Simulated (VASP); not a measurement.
A run of VASP 6.6.1 is set up as follows.

The input INCAR:

```
SYSTEM = FeCo
PREC     = Accurate       ! precision mode
ENCUT    = 520            ! plane-wave cutoff, eV
EDIFF    = 1E-8           ! SCF threshold, eV
ISMEAR   = -1             ! smearing method
SIGMA    = 0.05           ! smearing width, eV
LREAL    = .False.        ! projectors in reciprocal space
LASPH    = .True.         ! aspherical terms in the spheres
NELM     = 200            ! most SCF steps
ALGO     = Normal         ! electronic algorithm
ISIF     = 2              ! what is computed and relaxed
LWAVE    = .False.        ! write WAVECAR
LCHARG   = .False.        ! write CHGCAR
ISPIN    = 2              ! spin polarisation
MAGMOM   = 3 2            ! initial moments
LORBIT   = 11             ! projections on sites
LMAXMIX  = 4              ! l up to which the mixer works
GGA      = PS             ! functional
LEFG     = .True.       
NBANDS   = 20             ! bands
GGA_COMPAT= .False.
```

The input KPOINTS:

```
regular mesh
0
Gamma
  13 13 13
  0 0 0
```

File POSCAR:

```
FeCo
1.0
    2.8570000000      0.0000000000      0.0000000000
    0.0000000000      2.8570000000      0.0000000000
    0.0000000000      0.0000000000      2.8570000000
Fe Co
1 1
Direct
    0.5000000000      0.5000000000      0.5000000000
    0.0000000000      0.0000000000      0.0000000000
```

Potentials or basis: VASP PAW PBE potentials, release 64 (Fe, Co).

The run is started by

```bash
$ cat potpaw_PBE.64/Fe/POTCAR potpaw_PBE.64/Co/POTCAR > POTCAR
$ mpirun -np 1 vasp_std > vasp.out
```

Predict the site moments.

Fe +2.78; Co +1.76 μB.

Estimate the net moment.

4.53 μB per cell.

What does it give for the pressure?

-11.7 GPa.

Caveat: the cell stands under tension; the PAW data sets were made with another functional, which shifts forces and pressure a little.
